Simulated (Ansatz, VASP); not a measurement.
**Si: VASP beside Ansatz**

```
Si
1.0
     1.32553   -2.29589    0.00000
     0.00000    0.00000   -4.54174
     8.48341    3.67343    0.00000
Si
8
Direct
  0.16667 0.75000 0.83333
  0.96667 0.75000 0.08333
  0.36667 0.75000 0.33333
  0.76667 0.75000 0.58333
  0.63333 0.25000 0.91667
  0.43333 0.25000 0.16667
  0.83333 0.25000 0.41667
  0.23333 0.25000 0.66667
```

Alike in both runs: task single point; functional LDA; k mesh 22 × 13 × 7; occupations gaussian, width 0.15 eV; no spin polarisation.

|  | VASP | Ansatz |
| --- | --- | --- |
| version | VASP 6.6.1 | Ansatz 0.2.0 |
| potentials or method | VASP PAW LDA potentials, release 64 (Si), cutoff 520 eV | scalar-relativistic, plane waves, PAW |
| valence electrons in the cell | 32 | 32 |

|  | VASP | Ansatz | Ansatz less VASP |
| --- | --- | --- | --- |
| gap on the k mesh at the Fermi level (eV) | none | none | - |
| pressure (GPa) | 1.8 | 1.7 | -0.07 |
| traceless stress, the component that is largest in VASP (GPa) | 3.22 | 3.23 | +0.004 |
| rms of the force components (eV/Å) | 0.392 | 0.391 | -0.0009 |

LDA's correlation is that of Perdew and Zunger in VASP and of Perdew and Wang (1992) in Ansatz. Atom by atom the forces differ by 0.001 eV/Å (rms over components). A gap of «none» marks a metal or a gap that the smearing closes.
